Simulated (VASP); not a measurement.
# Y (P6/mmm) in VASP: relaxation of cell and atoms with BLYP

Aim: the relaxation of cell and atoms of Y with BLYP.

All numbers are computed with VASP 6.6.1; they aren't measurements. Logs are shortened: lines on timing, memory, paths and dates and some standing lists are left out, and cuts for length are marked.

## 1. The cell of the first run

The structure is hexagonal, space group P6/mmm (No. 191). Conventional cell: a = 5.714 Å, b = 5.714 Å, c = 3.503 Å, α = 90.00°, β = 90.00°, γ = 120.00°. Within 4.6 Å of Y (site symmetry 6/mmm) lie 14 Y at 3.50 to 3.73 Å. Within 4.3 Å of Y (site symmetry -6m2) lie 11 Y at 3.30 to 3.73 Å.

This isn't the form of Y at room conditions, which is hcp.

## 2. Relaxation of cell and atoms, BLYP

Contents of INCAR:

```
SYSTEM = Y
AGGAC = 1.0 ; AGGAX = 1.0
ALDAC = 0.0 ; ALDAX = 1.0
ALGO = Normal ; EDIFF = 1E-6
EDIFFG = -0.01 ; ENCUT = 600
GGA = B5 ; IBRION = 2
ISIF = 3 ; ISMEAR = -1
LASPH = .True. ; LCHARG = .False.
LREAL = .False. ; LWAVE = .False.
NELM = 100 ; NSW = 80
PREC = Accurate ; SIGMA = 0.1
```

Contents of KPOINTS:

```
k-points
0
Gamma
  7 7 9
  0 0 0
```

Contents of POSCAR:

```
Y
1.0
    5.7138984743      0.0000000000      0.0000000000
   -2.8569492371      4.9483812334      0.0000000000
    0.0000000000      0.0000000000      3.5026197647
Y
3
Direct
    0.0000000000      0.0000000000      0.0000000000
    0.3333333333      0.6666666667      0.5000000000
    0.6666666667      0.3333333333      0.5000000000
```

Potentials or basis: VASP PAW PBE potentials, release 64 (Y_sv).

Launch:

```sh
$ cat potpaw_PBE.64/Y_sv/POTCAR > POTCAR
$ mpirun -np 1 vasp_std > vasp.out
```

OUTCAR:

```text
SYSTEM = Y
   EDIFF = 1E-6
   EDIFFG = -0.01
   ENCUT = 600
   GGA = B5
   IBRION = 2
   ISIF = 3
   ISMEAR = -1
   LASPH = .True.
   LREAL = .False.
   NELM = 100
   NSW = 80
   PREC = Accurate

 ion  position               nearest neighbor table
   1  0.000  0.000  0.000-   2 3.73   3 3.73   2 3.73   3 3.73   2 3.73   2 3.73   3 3.73   3 3.73
                             3 3.73   3 3.73   2 3.73   2 3.73
   2  0.333  0.667  0.500-   3 3.30   3 3.30   3 3.30   1 3.73   1 3.73   1 3.73   1 3.73   1 3.73
                             1 3.73
   3  0.667  0.333  0.500-   2 3.30   2 3.30   2 3.30   1 3.73   1 3.73   1 3.73   1 3.73   1 3.73
                             1 3.73

  LATTYP: Found a hexagonal cell.
 ALAT       =     5.7138984743
 C/A-ratio  =     0.6130000000

  Lattice vectors:

 A1 = (   5.7138984743,   0.0000000000,   0.0000000000)
 A2 = (  -2.8569492371,   4.9483812334,   0.0000000000)
 A3 = (   0.0000000000,   0.0000000000,   3.5026197647)

Analysis of symmetry for initial positions (statically):
=====================================================================
 Subroutine PRICEL returns:
 Original cell was already a primitive cell.

 Routine SETGRP: Setting up the symmetry group for a
 hexagonal supercell.

 Subroutine GETGRP returns: Found 24 space group operations
 (whereof 24 operations were pure point group operations)
 out of a pool of 24 trial point group operations.

The static configuration has the point symmetry D_6h.

Analysis of symmetry for dynamics (positions and initial velocities):
=====================================================================
 Subroutine PRICEL returns:
 Original cell was already a primitive cell.

 Routine SETGRP: Setting up the symmetry group for a
 hexagonal supercell.

 Subroutine GETGRP returns: Found 24 space group operations
 (whereof 24 operations were pure point group operations)
 out of a pool of 24 trial point group operations.

The dynamic configuration has the point symmetry D_6h.

 Subroutine INISYM returns: Found 24 space group operations
 (whereof 24 operations are pure point group operations),
 and found     1 'primitive' translations

----------------------------------------------------------------------------------------

                                     Primitive cell

  volume of cell :      99.0350

  direct lattice vectors                    reciprocal lattice vectors
     5.713898474  0.000000000  0.000000000     0.175011860  0.101043144  0.000000000
    -2.856949237  4.948381233  0.000000000     0.000000000  0.202086289  0.000000000
     0.000000000  0.000000000  3.502619765     0.000000000  0.000000000  0.285500587

  length of vectors
     5.713898474  5.713898474  3.502619765     0.202086289  0.202086289  0.285500587

  position of ions in fractional coordinates (direct lattice)
     0.000000000  0.000000000  0.000000000
     0.333333333  0.666666667  0.500000000
     0.666666667  0.333333333  0.500000000

  ion indices of the primitive-cell ions
   primitive index   ion index
                 1           1
                 2           2
                 3           3

----------------------------------------------------------------------------------------

 KPOINTS: k-points

Automatic generation of k-mesh.
 Grid dimensions read from file:
 generate k-points for:    7    7    9

 Generating k-lattice:

  Cartesian coordinates                     Fractional coordinates (reciprocal lattice)
     0.025001694  0.014434735  0.000000000     0.142857143  0.000000000  0.000000000
     0.000000000  0.028869470  0.000000000     0.000000000  0.142857143  0.000000000
     0.000000000  0.000000000  0.031722287     0.000000000  0.000000000  0.111111111

  Length of vectors
     0.028869470  0.028869470  0.031722287

  Shift w.r.t. Gamma in fractional coordinates (k-lattice)
     0.000000000  0.000000000  0.000000000

 Subroutine IBZKPT returns following result:
 ===========================================

 Found     40 irreducible k-points:

 Following reciprocal coordinates:
            Coordinates               Weight
  0.000000  0.000000  0.000000      1.000000
  0.142857  0.000000  0.000000      6.000000
  0.285714  0.000000  0.000000      6.000000
  0.428571 -0.000000  0.000000      6.000000
  0.142857  0.142857  0.000000      6.000000
  0.285714  0.142857  0.000000     12.000000
[... 16 lines left out ...]
  0.428571  0.142857  0.222222     12.000000
  0.285714  0.285714  0.222222     12.000000
 [... further k-points ...]
   k-points           NKPTS =     40   k-points in BZ     NKDIM =     40   number of bands    NBANDS=     20
   number of dos      NEDOS =    301   number of ions     NIONS =      3
   total plane-waves  NPLWV =  64512
   dimension x,y,z NGX =    48 NGY =   48 NGZ =   28
   dimension x,y,z NGXF=    96 NGYF=   96 NGZF=   56
   ions per type =               3
   NGX,Y,Z   is equivalent  to a cutoff of  13.97, 13.97, 13.29 a.u.
   NGXF,Y,Z  is equivalent  to a cutoff of  27.93, 27.93, 26.58 a.u.
 SYSTEM =  Y
   PREC   = accura    normal or accurate (medium, high low for compatibility)
   ISTART =      0    job   : 0-new  1-cont  2-samecut
   ICHARG =      2    charge: 1-file 2-atom 10-const
   ISPIN  =      1    spin polarized calculation?
   LNONCOLLINEAR =      F non collinear calculations
   LSORBIT =      F    spin-orbit coupling
   LASPH  =      T    aspherical Exc in radial PAW
   ENCUT  =  600.0 eV  44.10 Ry    6.64 a.u.  11.41 11.41  7.00*2*pi/ulx,y,z
   NELM   =    100;   NELMIN=  2; NELMDL= -5     # of ELM steps
   EDIFF  = 0.1E-05   stopping-criterion for ELM
   LREAL  =      F    real-space projection
   EDIFFG = -.1E-01   stopping-criterion for IOM
   NSW    =     80    number of steps for IOM
   IBRION =      2    ionic relax: 0-MD 1-quasi-New 2-CG
   NFREE  =      1    steps in history (QN), initial steepest desc. (CG)
   ISIF   =      3    stress and relaxation
   ISYM   =      2    0-nonsym 1-usesym 2-fastsym
   POTIM  = 0.5000    time-step for ionic-motion
   TEBEG  =    0.0;   TEEND  =   0.0 temperature during run
   PSTRESS=    0.0 pullay stress
   NELECT =      33.0000    total number of electrons
   NUPDOWN=      -1.0000    fix difference up-down
   EMIN   =  10.00;   EMAX   =-10.00  energy-range for DOS
   EFERMI =   0.00;   METHOD = LEGACY
   ISMEAR =    -1;   SIGMA  =   0.10  broadening in eV -4-tet -1-fermi 0-gaus
   EFERMI_NEDOS =   21; number of points for ismear=-14 and -15
   IALGO  =     38    algorithm
   IMIX   =      4    mixing-type and parameters
     AMIX     =   0.40;   BMIX     =  1.00
     AMIX_MAG =   1.60;   BMIX_MAG =  1.00
  volume/ion in A,a.u.               =      33.01       222.77
  Fermi-wavevector in a.u.,A,eV,Ry     =   1.134967  2.144777 17.526348  1.288150
  Thomas-Fermi vector in A             =   2.271671
   LORBIT       =      0    0 simple, 1 ext, 2 COOP (PROOUT), +10 PAW based schemes
   GGA     = B5    functional components
   LHFCALC =     F    Hartree Fock is set to
   AEXX    =    0.0000 exact exchange contribution
   IVDW    =     0    specifies the selected vdW correction
   LEPSILON=     F    determine dielectric tensor
   LRPA    =     F    only Hartree local field effects (RPA)
 conjugate gradient relaxation of ions
 non-spin polarized calculation
  energy-cutoff  :      600.00
  volume of cell :       99.03
 maximum number of plane-waves:      3344
 NGX is ok and might be reduce to    48
   NGX = 23   NGY = 23   NGZ = 13

--------------------------------------- Ionic step        1  -------------------------------------------

 number of electron      33.0000000 magnetization

 Free energy of the ion-electron system (eV)
  ---------------------------------------------------
  ext. energy  EPLUGINS =         0.00000000
  ---------------------------------------------------
  free energy    TOTEN  =       -16.27051255 eV

  energy without entropy =      -16.07851602  energy(sigma->0) =      -16.17451428

------------------------ aborting loop because EDIFF is reached ----------------------------------------

  FORCE on cell =-STRESS in cart. coord.  units (eV):
  Direction    XX          YY          ZZ          XY          YZ          ZX
  --------------------------------------------------------------------------------------
  -------------------------------------------------------------------------------------
  Total        0.0315575      0.0315575      0.6383963      0.0000000     -0.0000000      0.0000000
  in kB        0.5105343      0.5105343     10.3279067      0.0000000     -0.0000000      0.0000000
  external PRESSURE =       3.7829918 kB  Pullay stress =       0.0000000 kB
[... 96 lines left out ...]
  energy  without entropy=      -16.0813940001  energy(sigma->0) =      -16.17826103

--------------------------------------- Ionic step        4  -------------------------------------------

 number of electron      33.0000000 magnetization

 Free energy of the ion-electron system (eV)
  ---------------------------------------------------
  ext. energy  EPLUGINS =         0.00000000
  ---------------------------------------------------
  free energy    TOTEN  =       -16.27574090 eV

  energy without entropy =      -16.08360856  energy(sigma->0) =      -16.17967473

 E-fermi :   3.3628     XC(G=0):  -8.8464

 val. band max:        3.3611493402   @ k =   0.0000   0.0000   0.1111
 cond. band min:       3.3752193982   @ k =   0.2857   0.0000   0.1111
 fundamental gap:      0.0140700580
 Fermi energy:         3.3627892594

 k-point     1 :       0.0000    0.0000    0.0000
  band No.  band energies     occupation
      1     -39.3600      2.00000
      2     -39.2917      2.00000
      3     -39.2567      2.00000
      4     -19.6058      2.00000
      5     -19.6058      2.00000
      6     -19.4472      2.00000
[... 12 lines left out ...]
     19       3.7756      0.03172
[... 513 lines left out ...]
      4     -19.6641      2.00000
      5     -19.5146      2.00000
      6     -19.4612      2.00000
[... 12 lines left out ...]
     19       4.2003      0.00046
     20       4.2464      0.00029

 [... further k-points ...]
[... 5 lines left out ...]
  --------------------------------------------------------------------------------------
  -------------------------------------------------------------------------------------
  Total       -0.0205759     -0.0205759      0.0008631     -0.0000000      0.0000000     -0.0000000
  in kB       -0.3290724     -0.3290724      0.0138035     -0.0000000      0.0000000     -0.0000000
  external PRESSURE =      -0.2147804 kB  Pullay stress =       0.0000000 kB
[... 18 lines left out ...]
  FREE ENERGIE OF THE ION-ELECTRON SYSTEM (eV)
  ---------------------------------------------------
  free  energy   TOTEN  =       -16.2757408983 eV

  energy  without entropy=      -16.0836085611  energy(sigma->0) =      -16.17967473

 reached required accuracy - stopping structural energy minimisation
```

Wall time 12 min (1 thread of Intel Xeon 8259CL, shared host); peak memory 0.3 GiB.

What came out:

| Property | Result |
| --- | --- |
| Free energy | -16.2757 eV |
| Relaxed volume | 33.39 Å³/atom |
| Relaxed cell | a = 5.701 Å, b = 5.701 Å, c = 3.560 Å, α = 90.00°, β = 90.00°, γ = 120.00° |
| Space group after relaxing (to 0.1 Å) | P6/mmm (No. 191) |
| Energy gained by relaxing | 1.7 meV/atom |
| Ionic steps | 4 |
| Pressure after relaxing | 0.0 GPa |
| Band gap on the k mesh | zero (an odd number of electrons rules out a gap without spin polarisation) |

Step by step:
| step | energy change (eV) | largest force (eV/Å) | pressure (GPa) | volume (Å³) |
| --- | --- | --- | --- | --- |
| 1 | 0.0000 | 0.0000 | 0.38 | 99.03 |
| 2 | -0.0042 | 0.0000 | -0.03 | 100.15 |
| 3 | -0.0046 | 0.0000 | -0.18 | 100.58 |
| 4 | -0.0052 | 0.0000 | -0.02 | 100.18 |

Final structure:
```cif
data_structure
_symmetry_space_group_name_H-M 'P 1'
_symmetry_Int_Tables_number 1
_cell_length_a 5.7007
_cell_length_b 5.7007
_cell_length_c 3.5596
_cell_angle_alpha 90.000
_cell_angle_beta 90.000
_cell_angle_gamma 120.000
_cell_volume 100.18
loop_
_atom_site_label
_atom_site_type_symbol
_atom_site_fract_x
_atom_site_fract_y
_atom_site_fract_z
_atom_site_occupancy
Y1 Y 0.00000 0.00000 0.00000 1
Y2 Y 0.33333 0.66667 0.50000 1
Y3 Y 0.66667 0.33333 0.50000 1
```

Caveat: the PAW data sets were made with another functional, which shifts forces and pressure a little.
